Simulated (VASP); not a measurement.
Set up this calculation in VASP 6.6.1, as the native input.

```
Task                   : single point
Functional             : LDA
Potentials or basis    : VASP PAW LDA potentials, release 64 (Pt)
Cutoff                 : 520 eV
k mesh                 : 13 × 13 × 9
Occupations            : fermi-dirac, width 0.1 eV
Spin                   : no spin polarisation
Dipole correction      : no
Further INCAR settings : ALGO = Normal; EDIFF = 1e-06; NBANDS = 17
```

The structure of Pt lies in POSCAR:

```
Pt
1.0
    1.9475904687      1.9475904687      0.0000000000
   -1.9475904687      1.9475904687      0.0000000000
    0.0000000000      0.0000000000      3.8951809375
Pt
2
Direct
    0.0000000000      0.0000000000      0.0000000000
    0.5000000000      0.5000000000      0.5000000000
```

These files were run (other wordings do the same):

INCAR

```
SYSTEM = Pt
PREC = Accurate
ENCUT = 520
EDIFF = 1E-6
ISMEAR = -1
SIGMA = 0.1
LREAL = .False.
LASPH = .True.
NELM = 60
ALGO = Normal
ISIF = 2
LWAVE = .False.
LCHARG = .False.
NBANDS = 17
```

KPOINTS

```
Automatic mesh
0
Gamma
  13 13 9
  0 0 0
```

Potentials or basis: VASP PAW LDA potentials, release 64 (Pt).

Command:

```bash
$ cat potpaw_LDA.64/Pt/POTCAR > POTCAR
$ mpirun -np 1 vasp_std > vasp.out
```

Results of the run:

```
Pressure               : 0.8 GPa
Band gap on the k mesh : zero (band 10 reaches 12.05 eV, above the bottom of band 11 at 10.46 eV)
```

Caveat: spin-orbit coupling is left out, which moves the levels of the heavy elements.

Run time: 22 s on 1 thread of Intel(R) Xeon(R) Platinum 8488C (Sapphire Rapids) (shared host), peak memory 0.16 GiB.
